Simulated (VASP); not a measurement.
A run of VASP 6.6.1 is set up as follows.

Contents of INCAR:

```
PREC = Accurate ; ENCUT = 520
EDIFF = 1E-6 ; ISMEAR = -1
SIGMA = 0.05 ; LREAL = False
LASPH = True ; NELM = 60
ALGO = Normal ; ISIF = 2
LWAVE = False ; LCHARG = False
NBANDS = 22
```

The input KPOINTS:

```
regular mesh
0
Gamma
  6 6 6
```

Contents of POSCAR:

```
InSb3
1.0
    4.7414081316      0.0000000000      0.0000000000
    0.0000000000      4.7414081316      0.0000000000
    0.0000000000      0.0000000000      4.7414081316
Sb In
3 1
Direct
    0.5000000000      0.5000000000      0.0000000000
    0.0000000000      0.5000000000      0.5000000000
    0.5000000000      0.0000000000      0.5000000000
    0.0000000000      0.0000000000      0.0000000000
```

Potentials or basis: VASP PAW LDA potentials, release 64 (Sb, In_d).

Launch:

```console
$ cat potpaw_LDA.64/Sb/POTCAR potpaw_LDA.64/In_d/POTCAR > POTCAR
$ mpirun -np 1 vasp_std > vasp.out
```

What does it give for the band gap on the k mesh?

Zero (band 14 reaches 11.82 eV, above the bottom of band 15 at 7.03 eV).

Predict the pressure.

-1.8 GPa.

Caveat: spin-orbit coupling is left out, which moves the levels of the heavy elements.
